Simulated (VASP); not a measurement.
A run of VASP 6.6.1 is set up as follows.

The input INCAR:

```
PREC = Accurate
ENCUT = 600
EDIFF = 1E-6
ISMEAR = 0
SIGMA = 0.01
LREAL = False
LASPH = True
NELM = 120
ALGO = Normal
ISIF = 2
LWAVE = False
LCHARG = False
GGA = PS
NBANDS = 11
GGA_COMPAT = False
```

The input KPOINTS:

```
Automatic mesh
0
Gamma
  10 10 10
```

POSCAR

```
MgO
1.0
    0.0000000000      1.7754257605      1.7754257605
    1.7754257605      0.0000000000      1.7754257605
    1.7754257605      1.7754257605      0.0000000000
Mg O
1 1
Direct
    0.0000000000      0.0000000000      0.0000000000
    0.5000000000      0.5000000000      0.5000000000
```

Potentials or basis: VASP PAW PBE potentials, release 64 (Mg, O).

Run with:

```console
$ cat potpaw_PBE.64/Mg/POTCAR potpaw_PBE.64/O/POTCAR > POTCAR
$ mpirun -np 1 vasp_std > vasp.out
```

Question: Estimate the band gap on the k mesh.

Answer: 8.81 eV (least direct gap 11.01 eV).

Question: What does it give for the pressure?

Answer: 240.2 GPa.

Caveat: the cell stands under pressure; the PAW data sets were made with another functional, which shifts forces and pressure a little. A k mesh can miss the band edges.
